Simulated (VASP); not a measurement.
Write the native input for VASP 6.6.1 that does the following.

| Item | Value |
| --- | --- |
| Task | single point |
| Functional | revPBE |
| Potentials or basis | VASP PAW PBE potentials, release 64 (Mo_sv) |
| Cutoff | 520 eV |
| k mesh | 22 × 22 × 22 |
| Occupations | fermi-dirac, width 0.1 eV |
| Spin | no spin polarisation |
| Dipole correction | no |
| Further INCAR settings | ALGO = Normal; EDIFF = 1e-07; NBANDS = 13 |

The structure of Mo lies in POSCAR:

```
Mo
1.0
    0.0000000000      2.0083329440      2.0083329440
    2.0083329440      0.0000000000      2.0083329440
    2.0083329440      2.0083329440      0.0000000000
Mo
1
Direct
    0.0000000000      0.0000000000      0.0000000000
```

These files were run (other wordings do the same):

INCAR

```
  PREC = Accurate
  ENCUT = 520
  EDIFF = 1E-7
  ISMEAR = -1
  SIGMA = 0.1
  LREAL = F
  LASPH = T
  NELM = 80
  ALGO = Normal
  ISIF = 2
  LWAVE = F
  LCHARG = F
  GGA = RE
  NBANDS = 13
```

KPOINTS

```
regular mesh
0
Gamma
  22 22 22
```

Potentials or basis: VASP PAW PBE potentials, release 64 (Mo_sv).

Launch:

```bash
$ cat potpaw_PBE.64/Mo_sv/POTCAR > POTCAR
$ mpirun -np 1 vasp_std > vasp.out
```

Results of the run:

```
Pressure               : 0.5 GPa
Band gap on the k mesh : zero (band 7 reaches 15.59 eV, above the bottom of band 8 at 10.97 eV)
```

Caveat: the PAW data sets were made with another functional, which shifts forces and pressure a little.

Run time: 93 s on 1 thread of AMD EPYC 7R43 64-Core Processor (Zen 3), with other jobs on the host, peak memory 0.15 GiB.
